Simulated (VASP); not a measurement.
Write the native input for VASP 6.6.1 that does the following.

```
Task                   : single point
Functional             : PBE
Potentials or basis    : VASP PAW PBE potentials, release 64 (B, N)
Cutoff                 : 520 eV
k mesh                 : 16 × 16 × 16
Occupations            : gaussian, width 0.01 eV
Spin                   : no spin polarisation
Dipole correction      : no
Further INCAR settings : ALGO = Normal; EDIFF = 1e-06; NBANDS = 11
```

The structure of BN lies in POSCAR:

```
BN
1.0
    0.0000000000      1.8473895194      1.8473895194
    1.8473895194      0.0000000000      1.8473895194
    1.8473895194      1.8473895194      0.0000000000
B N
1 1
Direct
    0.5000000000      0.5000000000      0.5000000000
    0.0000000000      0.0000000000      0.0000000000
```

This cell differs from its parent crystal: Al replaced by B, lengths x 0.884, strained.

One way to write it, as run:

INCAR

```
SYSTEM = BN
ALGO     = Normal         ! electronic algorithm
EDIFF    = 1E-6           ! SCF threshold, eV
ENCUT    = 520            ! plane-wave cutoff, eV
GGA      = PE             ! functional
ISIF     = 2              ! what is computed and relaxed
ISMEAR   = 0              ! smearing method
LASPH    = .True.         ! aspherical terms in the spheres
LCHARG   = .True.         ! write CHGCAR
LELF     = .True.         ! ELF
LREAL    = .False.        ! projectors in reciprocal space
LVHAR    = .True.       
LWAVE    = .False.        ! write WAVECAR
NBANDS   = 11             ! bands
NELM     = 80             ! most SCF steps
PREC     = Accurate       ! precision mode
SIGMA    = 0.01           ! smearing width, eV
```

KPOINTS

```
k-points
0
Gamma
  16 16 16
  0 0 0
```

Potentials or basis: VASP PAW PBE potentials, release 64 (B, N).

Command:

```console
$ cat potpaw_PBE.64/B/POTCAR potpaw_PBE.64/N/POTCAR > POTCAR
$ mpirun -np 1 vasp_std > vasp.out
```

It gave:

```json
{
  "Pressure": "-44.4 GPa",
  "Band gap on the k mesh": "0.08 eV, indirect (least direct gap 4.84 eV)"
}
```

Caveat: the cell differs from its parent crystal (Al replaced by B, lengths x 0.884, strained).

Wall time 16 s on 1 thread of Intel(R) Xeon(R) Platinum 8488C (Sapphire Rapids) (shared host), peak memory 0.13 GiB.
